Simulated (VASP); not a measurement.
Runs of VASP 6.6.1 on PbF2. It takes space group Aea2 (No. 41, orthorhombic). Conventional cell: a = 6.024 Å, b = 6.004 Å, c = 6.023 Å, α = 90.00°, β = 90.00°, γ = 90.00°. Pb (site symmetry 2) has 8 F at 2.54 to 2.72 Å within 3.4 Å. Within 3.4 Å of F (site symmetry 1) lie 4 Pb at 2.54 to 2.72 Å and 6 F at 3.01 to 3.02 Å. 

```csv
k mesh,gap on the mesh (eV),pressure (GPa),largest force (eV/Å)
3 × 3 × 3,4.95,-3.1,0.07
2 × 3 × 3,4.95,-3.1,0.07
2 × 2 × 2,4.91,(a),0.07
3 × 4 × 4,4.92,-3.1,0.07
```

Alike in all rows: task single point; level r2SCAN; potentials or basis VASP PAW PBE potentials, release 64 (Pb_d, F); no spin polarisation; cell as given; cutoff (eV) 520; smearing gaussian 0.01 eV.

Problem. Fill in the values left out.

Solution. (a) -3.0.

Caveats: some runs use coarse meshes; the PAW data sets were made with another functional, which shifts forces and pressure a little; spin-orbit coupling is left out, which moves the levels of the heavy elements.

A k mesh can miss the band edges, and the runs leave out spin-orbit coupling on Pb.
